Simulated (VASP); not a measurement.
Wanted: the native input for a VASP 6.6.1 run.

```yaml
Task: electric field gradients
Functional: PBE
Potentials_or_basis: VASP PAW PBE potentials, release 64 (Si, O)
Cutoff: 520 eV
k_mesh: 5 × 5 × 5
Occupations: fermi-dirac, width 0.02 eV
Spin: no spin polarisation
Dipole_correction: no
Further_INCAR_settings: ALGO = Normal; EDIFF = 1e-08; NBANDS = 25
```

The structure of SiO2 lies in POSCAR:

```
SiO2
1.0
   -2.4772904627      2.4772904627      3.6556712422
    2.4772904627     -2.4772904627      3.6556712422
    2.4772904627      2.4772904627     -3.6556712422
Si O
2 4
Direct
    0.0000000000      0.0000000000      0.0000000000
    0.7500000000      0.2500000000      0.5000000000
    0.3750000000      0.2217861300      0.3467861300
    0.9717861300      0.6250000000      0.8467861300
    0.7782138700      0.1250000000      0.1532138700
    0.8750000000      0.0282138700      0.6532138700
```

One way to write it, as run:

INCAR

```
SYSTEM = SiO2
  ALGO = Normal
  EDIFF = 1E-8
  ENCUT = 520
  GGA = PE
  ISIF = 2
  ISMEAR = -1
  LASPH = .TRUE.
  LCHARG = .FALSE.
  LEFG = .TRUE.
  LREAL = .FALSE.
  LWAVE = .FALSE.
  NBANDS = 25
  NELM = 100
  PREC = Accurate
  SIGMA = 0.02
```

KPOINTS

```
k-points
0
G
  5 5 5
  0 0 0
```

Potentials or basis: VASP PAW PBE potentials, release 64 (Si, O).

Command:

```sh
$ cat potpaw_PBE.64/Si/POTCAR potpaw_PBE.64/O/POTCAR > POTCAR
$ mpirun -np 1 vasp_std > vasp.out
```

It gave:

| Quantity | Value |
| --- | --- |
| Pressure | 4.6 GPa |
| Largest force | 0.268 eV/Å |
| Band gap on the k mesh | 5.92 eV |
| Largest electric field gradient by atom | Si -0.5; O +88.2 V/Å² |

Caveat: the cell stands under pressure; without QUAD_EFG the Cq values of the log hold for a quadrupole moment of 1 mb, not for the nuclei.

It took 64 s on 1 thread of AMD EPYC 7R13, on a shared host, peak memory 0.2 GiB.
